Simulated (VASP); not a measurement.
Write the native input for VASP 6.6.1 that does the following.

| Property | Result |
| --- | --- |
| Task | single point |
| Functional | revPBE |
| Potentials or basis | VASP PAW PBE potentials, release 64 (Te, Sb, Ge_d) |
| Cutoff | 520 eV |
| k mesh | 7 × 7 × 2 |
| Occupations | fermi-dirac, width 0.05 eV |
| Spin | no spin polarisation |
| Dipole correction | no |
| Further INCAR settings | ALGO = Normal; EDIFF = 1e-07; NBANDS = 44 |

The structure of Ge2Sb2Te5 lies in POSCAR:

```
Ge2Sb2Te5
1.0
    4.3219758383      0.0000000000      0.0000000000
   -2.1609879192      3.7429408705      0.0000000000
    0.0000000000      0.0000000000     20.5053323804
Te Sb Ge
5 2 2
Direct
    0.6666666667      0.3333333333      0.3514301034
    0.3333333333      0.6666666667      0.6485698966
    0.3333333333      0.6666666667      0.1683276536
    0.6666666667      0.3333333333      0.8316723464
    0.0000000000      0.0000000000      0.0000000000
    0.0000000000      0.0000000000      0.2685611307
    0.0000000000      0.0000000000      0.7314388693
    0.6666666667      0.3333333333      0.0854413559
    0.3333333333      0.6666666667      0.9145586441
```

One way to write it, as run:

INCAR

```
ALGO     = Normal         # electronic algorithm
EDIFF    = 1E-7           # SCF threshold, eV
ENCUT    = 520            # plane-wave cutoff, eV
GGA      = RE             # functional
ISIF     = 2              # what is computed and relaxed
ISMEAR   = -1             # smearing method
LASPH    = T              # aspherical terms in the spheres
LCHARG   = F              # write CHGCAR
LREAL    = F              # projectors in reciprocal space
LWAVE    = F              # write WAVECAR
NBANDS   = 44             # bands
NELM     = 100            # most SCF steps
PREC     = Accurate       # precision mode
SIGMA    = 0.05           # smearing width, eV
```

KPOINTS

```
k-points
0
Gamma
  7 7 2
```

Potentials or basis: VASP PAW PBE potentials, release 64 (Te, Sb, Ge_d).

Launch:

```sh
$ cat potpaw_PBE.64/Te/POTCAR potpaw_PBE.64/Sb/POTCAR potpaw_PBE.64/Ge_d/POTCAR > POTCAR
$ mpirun -np 1 vasp_std > vasp.out
```

It gave:

- Pressure: 0.0 GPa
- Largest force: 0.024 eV/Å
- Band gap on the k mesh: 0.83 eV (least direct gap 0.98 eV)

Caveat: the PAW data sets were made with another functional, which shifts forces and pressure a little; spin-orbit coupling is left out, which moves the levels of the heavy elements.

Run time: 7.7 min on 1 thread of AMD EPYC 7R13 Processor (Zen 3), with other jobs on the host, peak memory 0.51 GiB.
